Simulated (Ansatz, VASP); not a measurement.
## One calculation of CdS, two programs

```
Cd S
1.0
     4.19685    0.00000    0.00000
    -2.09843    3.63458    0.00000
     0.00000    0.00000    6.82965
Cd S
2 2
Direct
  0.33333 0.66667 0.00022
  0.66667 0.33333 0.50022
  0.33333 0.66667 0.37678
  0.66667 0.33333 0.87678
```

Alike in both runs: task single point; functional PBE; k mesh 9 × 9 × 4; occupations gaussian, width 0.02 eV; no spin polarisation.

```csv
,VASP,Ansatz
version,VASP 6.6.1,Ansatz 0.2.0
potentials or method,"VASP PAW PBE potentials, release 64 (Cd, S), cutoff 500 eV","scalar-relativistic, plane waves, PAW"
valence electrons in the cell,36,52
```

Ansatz gave:

- gap on the k mesh at the Fermi level (eV): 1.11
- least direct gap on the mesh (eV): 1.11
- pressure (GPa): 0.0

**Question.** What did VASP give for the same quantities?

**Answer.** gap on the k mesh at the Fermi level (eV): 1.11; least direct gap on the mesh (eV): 1.11; pressure (GPa): 0.3.

With one functional, cell and mesh, what is left measures potentials, basis and numerics. VASP's potentials hold 36 valence electrons a cell and Ansatz's 52, so a difference there can come from the potentials and not from the codes.
